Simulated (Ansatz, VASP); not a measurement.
Os in VASP and in Ansatz

```
Os
1.0
     2.74613    0.00000    0.00000
    -1.37307    2.37822    0.00000
     0.00000    0.00000    4.32631
Os
2
Direct
  0.33333 0.66667 0.25000
  0.66667 0.33333 0.75000
```

Alike in both runs: functional PBE; k mesh 3 × 3 × 2; occupations gaussian, width 0.1 eV; no spin polarisation.

Ansatz relaxed the structure, and its values are those at the end. VASP's run is a single point on that final structure, the one shown.

|  | VASP | Ansatz |
| --- | --- | --- |
| version | VASP 6.6.1 | Ansatz 0.2.0 |
| potentials or method | VASP PAW PBE potentials, release 64 (Os), cutoff 520 eV | scalar-relativistic, plane waves, PAW |
| valence electrons in the cell | 16 | 32 |

VASP gave:

* gap on the k mesh at the Fermi level (eV): none
* pressure (GPa): 13.3

Estimate Ansatz's values.

gap on the k mesh at the Fermi level (eV): none; pressure (GPa): 13.6.

A gap of «none» marks a metal or a gap that the smearing closes. The functional is the same, so the differences come from potentials, cutoffs and numerics. VASP's potentials hold 16 valence electrons a cell and Ansatz's 32, so a difference there can come from the potentials and not from the codes. Ansatz's warnings: stress scf threshold loose.

The k mesh is coarse, so the values compare programs but aren't converged. Neither program's run includes spin-orbit coupling.
